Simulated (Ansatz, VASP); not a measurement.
**Two plane-wave programs on YHf2O2**

```
CELL_PARAMETERS angstrom
-2.11231 2.11231 5.66878
2.11231 -2.11231 5.66878
2.11231 2.11231 -5.66878
ATOMIC_POSITIONS crystal
Y 0.00000 0.00000 0.00000
Hf 0.75000 0.25000 0.50000
Hf 0.25000 0.75000 0.50000
O 0.20298 0.20298 0.00000
O 0.79702 0.79702 0.00000
```

Change from the starting cell: species swapped into the BaAs2Rh2 type (I4/mmm, No. 139).

Alike in both runs: functional PBE; k mesh 12 × 12 × 12; occupations gaussian, width 0.1 eV; no spin polarisation.

Ansatz relaxed the structure, and its values are those at the end. VASP's run is a single point on that final structure, the one shown.

|  | VASP | Ansatz |
| --- | --- | --- |
| version | VASP 6.6.1 | Ansatz 0.2.0 |
| potentials or method | VASP PAW PBE potentials, release 64 (Y_sv, Hf_pv, O), cutoff 520 eV | scalar-relativistic, plane waves, PAW |
| valence electrons in the cell | 43 | 75 |

|  | VASP | Ansatz | Ansatz less VASP |
| --- | --- | --- | --- |
| gap on the k mesh at the Fermi level (eV) | none | none | - |
| pressure (GPa) | -1.0 | 0.0 | +0.98 |
| rms of the force components (eV/Å) | 0.043 | 0.003 | -0.0401 |

A gap of «none» marks a metal or a gap that the smearing closes. VASP's potentials hold 43 valence electrons a cell and Ansatz's 75, so a difference there can come from the potentials and not from the codes.

Spin-orbit coupling is off throughout.
